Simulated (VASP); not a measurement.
HfB, 2 atoms in the cell. The structure is tetragonal, space group I4mm (No. 107). Conventional cell: a = 3.385 Å, b = 3.385 Å, c = 4.564 Å, α = 90.00°, β = 90.00°, γ = 90.00°. Hf (site symmetry 4mm) has 6 B at 2.24 to 2.39 Å within 3.0 Å. Within 3.0 Å of B (site symmetry 4mm) lie 6 Hf at 2.24 to 2.39 Å.  This cell differs from its parent crystal: atoms displaced along a vibrational mode, the cell strained.

```yaml
Program: VASP 6.6.1
Task: single point
Functional: PBEsol
Potentials_or_basis: VASP PAW PBE potentials, release 64 (Hf_pv, B)
Cutoff: 520 eV
k_mesh: 16 × 16 × 16
Occupations: gaussian, width 0.15 eV
Spin: no spin polarisation
Dipole_correction: no
Further_INCAR_settings: ALGO = Normal; EDIFF = 1e-06; NBANDS = 14
```

Potentials or basis: VASP PAW PBE potentials, release 64 (Hf_pv, B).

Run with:

```sh
$ cat potpaw_PBE.64/Hf_pv/POTCAR potpaw_PBE.64/B/POTCAR > POTCAR
$ mpirun -np 1 vasp_std > vasp.out
```

Hardware: 1 thread of Intel(R) Xeon(R) Platinum 8375C CPU @ 2.90GHz (Ice Lake) (shared host).

Task: Estimate the wall time of this run.

Result: Wall time 3.1 min on 1 thread of Intel(R) Xeon(R) Platinum 8375C CPU @ 2.90GHz (Ice Lake), with other jobs on the host, peak memory 0.27 GiB. Counts: scf iterations 12, k points 349.
